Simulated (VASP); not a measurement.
# GaP (I-4m2) in VASP: notebook

Runs on GaP. Level: r2SCAN. Tasks: single point.

Program: VASP 6.6.1. These are calculated values, not measurements. Logs are shortened: lines on timing, memory, paths and dates and some standing lists are left out, and cuts for length are marked.

## Step 1: The cell of the first run

Symmetry: I-4m2, No. 119, tetragonal system. The conventional cell has a = 4.162 Å, b = 4.162 Å, c = 5.450 Å, α = 90.00°, β = 90.00°, γ = 90.00°. Within 3.3 Å of Ga (site symmetry -4m2) lie 4 P at 2.49 Å. P (site symmetry -4m2) has 4 Ga at 2.49 Å within 3.3 Å.

## Step 2: Single point, r2SCAN (strain +0.080 along x and y, +0.000 along z)

Input file POSCAR:

```
GaP
1.0
    0.0000000000      2.9432700000      2.7252500000
    2.9432700000      0.0000000000      2.7252500000
    2.9432700000      2.9432700000      0.0000000000
Ga P
1 1
Direct
    0.0000000000      0.0000000000      0.0000000000
    0.7500000000      0.7500000000      0.7500000000
```

Input file INCAR.step1:

```
PREC = Accurate ; ENCUT = 520
ISMEAR = 0 ; SIGMA = 0.05
LREAL = False ; LASPH = True
NELM = 60 ; NBANDS = 16
GGA = PE ; ALGO = Normal
EDIFF = 1E-4 ; LWAVE = True
LCHARG = False
```

Input file INCAR.step2:

```
PREC = Accurate ; ENCUT = 520
EDIFF = 1E-6 ; ISMEAR = 0
SIGMA = 0.05 ; LREAL = False
LASPH = True ; NELM = 60
ALGO = Normal ; ISIF = 2
LWAVE = False ; LCHARG = False
METAGGA = R2SCAN ; LMIXTAU = True
NBANDS = 16 ; ISTART = 1
```

Input file KPOINTS:

```
Automatic mesh
0
Gamma
  8 8 8
```

Potentials or basis: VASP PAW PBE potentials, release 64 (Ga_d, P).

Started as:

```sh
$ cat potpaw_PBE.64/Ga_d/POTCAR potpaw_PBE.64/P/POTCAR > POTCAR
$ cp INCAR.step1 INCAR
$ mpirun -np 1 vasp_std > vasp.out
$ cp INCAR.step2 INCAR
$ mpirun -np 1 vasp_std > vasp.out
```

OUTCAR:

```text
PREC = Accurate
   ENCUT = 520
   EDIFF = 1E-6
   ISMEAR = 0
   LREAL = False
   LASPH = True
   NELM = 60
   ISIF = 2
   METAGGA = R2SCAN
   ISTART = 1

 ion  position               nearest neighbor table
   1  0.000  0.000  0.000-   2 2.49   2 2.49   2 2.49   2 2.49
   2  0.750  0.750  0.750-   1 2.49   1 2.49   1 2.49   1 2.49

  LATTYP: Found a body centered tetragonal cell.
 ALAT       =     4.1624123517
 C/A-ratio  =     1.3094570022

  Lattice vectors:

 A1 = (   0.0000000000,  -2.9432700000,  -2.7252500000)
 A2 = (   0.0000000000,   2.9432700000,  -2.7252500000)
 A3 = (   2.9432700000,   0.0000000000,   2.7252500000)

Analysis of symmetry for initial positions (statically):
=====================================================================
 Subroutine PRICEL returns:
 Original cell was already a primitive cell.

 Routine SETGRP: Setting up the symmetry group for a
 body centered tetragonal supercell.

 Subroutine GETGRP returns: Found  8 space group operations
 (whereof  8 operations were pure point group operations)
 out of a pool of 16 trial point group operations.

The static configuration has the point symmetry D_2d.

Analysis of symmetry for dynamics (positions and initial velocities):
=====================================================================
 Subroutine PRICEL returns:
 Original cell was already a primitive cell.

 Routine SETGRP: Setting up the symmetry group for a
 body centered tetragonal supercell.

 Subroutine GETGRP returns: Found  8 space group operations
 (whereof  8 operations were pure point group operations)
 out of a pool of 16 trial point group operations.

The dynamic configuration has the point symmetry D_2d.

 Subroutine INISYM returns: Found  8 space group operations
 (whereof  8 operations are pure point group operations),
 and found     1 'primitive' translations

----------------------------------------------------------------------------------------

                                     Primitive cell

  volume of cell :      47.2168

  direct lattice vectors                    reciprocal lattice vectors
     0.000000000  2.943270000  2.725250000    -0.169879080  0.169879080  0.183469406
     2.943270000  0.000000000  2.725250000     0.169879080 -0.169879080  0.183469406
     2.943270000  2.943270000  0.000000000     0.169879080  0.169879080 -0.183469406

  length of vectors
     4.011212517  4.011212517  4.162412352     0.302289310  0.302289310  0.302289310

  position of ions in fractional coordinates (direct lattice)
     0.000000000  0.000000000  0.000000000
     0.750000000  0.750000000  0.750000000

  ion indices of the primitive-cell ions
   primitive index   ion index
                 1           1
                 2           2

----------------------------------------------------------------------------------------

 KPOINTS: Automatic mesh

Automatic generation of k-mesh.
 Grid dimensions read from file:
 generate k-points for:    8    8    8

 Generating k-lattice:

  Cartesian coordinates                     Fractional coordinates (reciprocal lattice)
    -0.021234885  0.021234885  0.022933676     0.125000000 -0.000000000  0.000000000
     0.021234885 -0.021234885  0.022933676    -0.000000000  0.125000000  0.000000000
     0.021234885  0.021234885 -0.022933676     0.000000000  0.000000000  0.125000000

  Length of vectors
     0.037786164  0.037786164  0.037786164

  Shift w.r.t. Gamma in fractional coordinates (k-lattice)
     0.000000000  0.000000000  0.000000000

 Subroutine IBZKPT returns following result:
 ===========================================

 Found     59 irreducible k-points:

 Following reciprocal coordinates:
            Coordinates               Weight
  0.000000  0.000000  0.000000      1.000000
  0.125000  0.000000  0.000000      8.000000
  0.250000  0.000000  0.000000      8.000000
  0.375000  0.000000  0.000000      8.000000
  0.500000  0.000000  0.000000      4.000000
  0.125000  0.125000  0.000000      2.000000
[... 16 lines left out ...]
  0.250000  0.000000  0.125000     16.000000
  0.375000  0.000000  0.125000     16.000000
 [... further k-points ...]
   k-points           NKPTS =     59   k-points in BZ     NKDIM =     59   number of bands    NBANDS=     16
   number of dos      NEDOS =    301   number of ions     NIONS =      2
   total plane-waves  NPLWV =  28800
   dimension x,y,z NGX =    30 NGY =   30 NGZ =   32
   dimension x,y,z NGXF=    60 NGYF=   60 NGZF=   64
   ions per type =               1   1
   NGX,Y,Z   is equivalent  to a cutoff of  12.43, 12.43, 12.78 a.u.
   NGXF,Y,Z  is equivalent  to a cutoff of  24.87, 24.87, 25.56 a.u.
 SYSTEM =  unknown system
   PREC   = accura    normal or accurate (medium, high low for compatibility)
   ISTART =      1    job   : 0-new  1-cont  2-samecut
   ICHARG =      0    charge: 1-file 2-atom 10-const
   ISPIN  =      1    spin polarized calculation?
   LNONCOLLINEAR =      F non collinear calculations
   LSORBIT =      F    spin-orbit coupling
   LASPH  =      T    aspherical Exc in radial PAW
   ENCUT  =  520.0 eV  38.22 Ry    6.18 a.u.   7.46  7.46  7.74*2*pi/ulx,y,z
   NELM   =     60;   NELMIN=  2; NELMDL=  0     # of ELM steps
   EDIFF  = 0.1E-05   stopping-criterion for ELM
   LREAL  =      F    real-space projection
   EDIFFG = 0.1E-04   stopping-criterion for IOM
   NSW    =      0    number of steps for IOM
   IBRION =     -1    ionic relax: 0-MD 1-quasi-New 2-CG
   NFREE  =      0    steps in history (QN), initial steepest desc. (CG)
   ISIF   =      2    stress and relaxation
   ISYM   =      2    0-nonsym 1-usesym 2-fastsym
   POTIM  = 0.5000    time-step for ionic-motion
   TEBEG  =    0.0;   TEEND  =   0.0 temperature during run
   PSTRESS=    0.0 pullay stress
   NELECT =      18.0000    total number of electrons
   NUPDOWN=      -1.0000    fix difference up-down
   EMIN   =  10.00;   EMAX   =-10.00  energy-range for DOS
   EFERMI =   0.00;   METHOD = LEGACY
   ISMEAR =     0;   SIGMA  =   0.05  broadening in eV -4-tet -1-fermi 0-gaus
   EFERMI_NEDOS =   21; number of points for ismear=-14 and -15
   IALGO  =     38    algorithm
   IMIX   =      4    mixing-type and parameters
     AMIX     =   0.40;   BMIX     =  1.00
     AMIX_MAG =   1.60;   BMIX_MAG =  1.00
  volume/ion in A,a.u.               =      23.61       159.32
  Fermi-wavevector in a.u.,A,eV,Ry     =   1.187044  2.243188 19.171608  1.409073
  Thomas-Fermi vector in A             =   2.323204
   LORBIT       =      0    0 simple, 1 ext, 2 COOP (PROOUT), +10 PAW based schemes
   METAGGA = R2SCAN    functional components
   LHFCALC =     F    Hartree Fock is set to
   AEXX    =    0.0000 exact exchange contribution
   IVDW    =     0    specifies the selected vdW correction
   LEPSILON=     F    determine dielectric tensor
   LRPA    =     F    only Hartree local field effects (RPA)
 non-spin polarized calculation
 Gauss-broadening in eV      SIGMA  =   0.05
  energy-cutoff  :      520.00
  volume of cell :       47.22
 maximum number of plane-waves:      1287
 NGX is ok and might be reduce to    30
   NGX = 15   NGY = 15   NGZ = 15

 number of electron      17.9999991 magnetization

 Free energy of the ion-electron system (eV)
  ---------------------------------------------------
  ext. energy  EPLUGINS =         0.00000000
  ---------------------------------------------------
  free energy    TOTEN  =       -21.18975039 eV

  energy without entropy =      -21.18975039  energy(sigma->0) =      -21.18975039

 E-fermi :   3.4464     XC(G=0):  -9.8228

 val. band max:        3.2487070950   @ k =   0.0000   0.0000   0.0000
 cond. band min:       4.0063336754   @ k =   0.0000   0.0000   0.0000
 fundamental gap:      0.7576265805
 Fermi energy:         3.4463712401

 k-point     1 :       0.0000    0.0000    0.0000
  band No.  band energies     occupation
      1     -11.8235      2.00000
      2     -11.8235      2.00000
      3     -11.8028      2.00000
      4     -11.7573      2.00000
      5     -11.7376      2.00000
      6      -8.9157      2.00000
[... 8 lines left out ...]
     15      12.4428      0.00000
     16      13.5692      0.00000

 k-point     2 :       0.1250    0.0000    0.0000
  band No.  band energies     occupation
      1     -11.8278      2.00000
      2     -11.8204      2.00000
      3     -11.8032      2.00000
      4     -11.7576      2.00000
      5     -11.7371      2.00000
      6      -8.7425      2.00000
[... 8 lines left out ...]
     15      12.4546      0.00000
     16      12.9854      0.00000

 k-point     3 :       0.2500    0.0000    0.0000
  band No.  band energies     occupation
      1     -11.8423      2.00000
      2     -11.8137      2.00000
      3     -11.8000      2.00000
      4     -11.7575      2.00000
      5     -11.7350      2.00000
      6      -8.2560      2.00000
[... 8 lines left out ...]
     15      12.2958      0.00000
     16      13.3799      0.00000

 k-point     4 :       0.3750    0.0000    0.0000
  band No.  band energies     occupation
      1     -11.8579      2.00000
      2     -11.8082      2.00000
      3     -11.7961      2.00000
      4     -11.7561      2.00000
      5     -11.7318      2.00000
      6      -7.6025      2.00000
[... 8 lines left out ...]
     15      13.5583      0.00000
     16      13.5748      0.00000
[... 324 lines left out ...]
 k-point    22 :       0.1250    0.0000    0.1250
  band No.  band energies     occupation
      1     -11.8356      2.00000
      2     -11.8169      2.00000
      3     -11.7982      2.00000
      4     -11.7568      2.00000
      5     -11.7380      2.00000
      6      -8.6945      2.00000
[... 8 lines left out ...]
     15      12.7579      0.00000
     16      13.4690      0.00000

 k-point    23 :       0.2500    0.0000    0.1250
  band No.  band energies     occupation
      1     -11.8477      2.00000
      2     -11.8103      2.00000
      3     -11.7946      2.00000
      4     -11.7567      2.00000
      5     -11.7374      2.00000
      6      -8.3184      2.00000
[... 8 lines left out ...]
     15      13.2079      0.00000
     16      14.1508      0.00000

 k-point    24 :       0.3750    0.0000    0.1250
  band No.  band energies     occupation
      1     -11.8599      2.00000
      2     -11.8051      2.00000
      3     -11.7922      2.00000
      4     -11.7560      2.00000
      5     -11.7350      2.00000
      6      -7.7063      2.00000
[... 8 lines left out ...]
     15      13.6035      0.00000
     16      14.4132      0.00000

 [... further k-points ...]

------------------------ aborting loop because EDIFF is reached ----------------------------------------

  FORCE on cell =-STRESS in cart. coord.  units (eV):
  Direction    XX          YY          ZZ          XY          YZ          ZX
  --------------------------------------------------------------------------------------
  -------------------------------------------------------------------------------------
  Total       -3.3409032     -3.3409032     -1.8168760      0.0000000      0.0000000     -0.0000000
  in kB     -113.3647219   -113.3647219    -61.6508869      0.0000000      0.0000000     -0.0000000
  external PRESSURE =     -96.1267769 kB  Pullay stress =       0.0000000 kB

 VOLUME and BASIS-vectors are now :
 -----------------------------------------------------------------------------
  energy-cutoff  :      520.00
  volume of cell :       47.22
      direct lattice vectors                 reciprocal lattice vectors
     0.000000000  2.943270000  2.725250000    -0.169879080  0.169879080  0.183469406
     2.943270000  0.000000000  2.725250000     0.169879080 -0.169879080  0.183469406
     2.943270000  2.943270000  0.000000000     0.169879080  0.169879080 -0.183469406

 POSITION                                       TOTAL-FORCE (eV/Angst)
 -----------------------------------------------------------------------------------
      0.00000      0.00000      0.00000        -0.000000     -0.000000      0.000000
      4.41491      4.41491      4.08788         0.000000      0.000000     -0.000000
 -----------------------------------------------------------------------------------
    total drift:                               -0.000017     -0.000017      0.000086

  FREE ENERGIE OF THE ION-ELECTRON SYSTEM (eV)
  ---------------------------------------------------
  free  energy   TOTEN  =       -21.1897503906 eV

  energy  without entropy=      -21.1897503905  energy(sigma->0) =      -21.18975039
```

It took 1.8 min on 1 thread of Intel Xeon Platinum 8488C (Sapphire Rapids), shared host; peak memory 0.19 GiB.

What came out:

| Item | Value |
| --- | --- |
| Free energy | -21.1898 eV |
| Pressure | -9.6 GPa |
| Band gap on the k mesh | 0.76 eV, direct |

Caveat: the cell differs from its parent crystal (strain +0.080 along x and y, +0.000 along z); the PAW data sets were made with another functional, which shifts forces and pressure a little.

## Step 3: Single point, r2SCAN (strain +0.080 along x and y, +0.040 along z)

Input file POSCAR:

```
GaP
1.0
    0.0000000000      2.9432700000      2.8342600000
    2.9432700000      0.0000000000      2.8342600000
    2.9432700000      2.9432700000      0.0000000000
Ga P
1 1
Direct
    0.0000000000      0.0000000000      0.0000000000
    0.7500000000      0.7500000000      0.7500000000
```

Input file INCAR.step1:

```
SYSTEM = GaP
PREC = Accurate
ENCUT = 520
ISMEAR = 0
SIGMA = 0.05
LREAL = .False.
LASPH = .True.
NELM = 60
NBANDS = 16
GGA = PE
ALGO = Normal
EDIFF = 1E-4
LWAVE = .True.
LCHARG = .False.
```

Input file INCAR.step2:

```
SYSTEM = GaP
PREC = Accurate
ENCUT = 520
EDIFF = 1E-6
ISMEAR = 0
SIGMA = 0.05
LREAL = .False.
LASPH = .True.
NELM = 60
ALGO = Normal
ISIF = 2
LWAVE = .False.
LCHARG = .False.
METAGGA = R2SCAN
LMIXTAU = .True.
NBANDS = 16
ISTART = 1
```

Input file KPOINTS:

```
Automatic mesh
0
Gamma
  8 8 8
  0 0 0
```

Potentials or basis: VASP PAW PBE potentials, release 64 (Ga_d, P).

Started as:

```sh
$ cat potpaw_PBE.64/Ga_d/POTCAR potpaw_PBE.64/P/POTCAR > POTCAR
$ cp INCAR.step1 INCAR
$ mpirun -np 1 vasp_std > vasp.out
$ cp INCAR.step2 INCAR
$ mpirun -np 1 vasp_std > vasp.out
```

Wall time 1.9 min (1 thread of Intel Xeon Platinum 8488C (Sapphire Rapids), shared host); peak memory 0.19 GiB.

It converged, with:

* Free energy: -21.0985 eV
* Pressure: -11.0 GPa
* Band gap on the k mesh: 0.59 eV, direct

Stress tensor (GPa, compression positive):
```
-11.86   0.00   0.00
  0.00 -11.86   0.00
  0.00   0.00  -9.25
```

Levels at points of the mesh, in eV from the valence-band top:
```csv
k point,band 6,band 7,band 8,band 9,band 10,band 11,band 12,band 13
"(0.00, 0.00, 0.00)",-11.81,-0.18,-0.18,0.00,0.59,4.00,4.10,4.10
"(0.50, 0.00, 0.00)",-10.24,-5.97,-1.16,-0.90,1.28,4.81,5.05,8.13
"(0.50, 0.50, 0.00)",-9.48,-6.10,-2.44,-2.44,1.81,1.98,9.72,9.73
"(0.50, 0.00, 0.50)",-9.59,-6.31,-2.23,-2.21,2.14,2.19,9.61,9.70
```

Caveat: the cell differs from its parent crystal (strain +0.080 along x and y, +0.040 along z); the PAW data sets were made with another functional, which shifts forces and pressure a little.
